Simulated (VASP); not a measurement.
Write the native input for VASP 6.6.1 that does the following.

```
Task                   : single point
Functional             : PBE
Potentials or basis    : VASP PAW PBE potentials, release 64 (Al, Ni)
Cutoff                 : 520 eV
k mesh                 : 12 × 12 × 12
Occupations            : gaussian, width 0.1 eV
Spin                   : collinear spin, ferromagnetic start
Starting moments       : [0.0, 0.3, 0.3, 0.3] μB
Dipole correction      : no
Further INCAR settings : ALGO = Fast; EDIFF = 1e-06; NBANDS = 28
```

The structure of AlNi3 lies in POSCAR:

```
AlNi3
1.0
    3.5666220643      0.0000000000      0.0000000000
    0.0000000000      3.5666220643      0.0000000000
    0.0000000000      0.0000000000      3.5666220643
Al Ni
1 3
Direct
    0.0000000000      0.0000000000      0.0000000000
    0.0000000000      0.5000000000      0.5000000000
    0.5000000000      0.0000000000      0.5000000000
    0.5000000000      0.5000000000      0.0000000000
```

The input as run:

INCAR

```
ALGO = Fast
EDIFF = 1E-6
ENCUT = 520
GGA = PE
ISIF = 2
ISMEAR = 0
ISPIN = 2
LASPH = T
LCHARG = F
LMAXMIX = 4
LORBIT = 11
LREAL = F
LWAVE = F
MAGMOM = 0 0.3 0.3 0.3
NBANDS = 28
NELM = 150
PREC = Accurate
SIGMA = 0.1
```

KPOINTS

```
k-points
0
Gamma
  12 12 12
```

Potentials or basis: VASP PAW PBE potentials, release 64 (Al, Ni).

Command:

```sh
$ cat potpaw_PBE.64/Al/POTCAR potpaw_PBE.64/Ni/POTCAR > POTCAR
$ mpirun -np 1 vasp_std > vasp.out
```

Results of the run:

```
Pressure                                              : 0.0 GPa
Net moment                                            : 0.71 μB per cell
Site moments                                          : Al -0.01; Ni +0.25 μB
Valence electrons inside the program's atomic spheres : Al 0.80; Ni 9.38
```

Wall time 6.1 min on 1 thread of AMD EPYC 7R43 64-Core Processor (Zen 3) (shared host), peak memory 0.23 GiB.
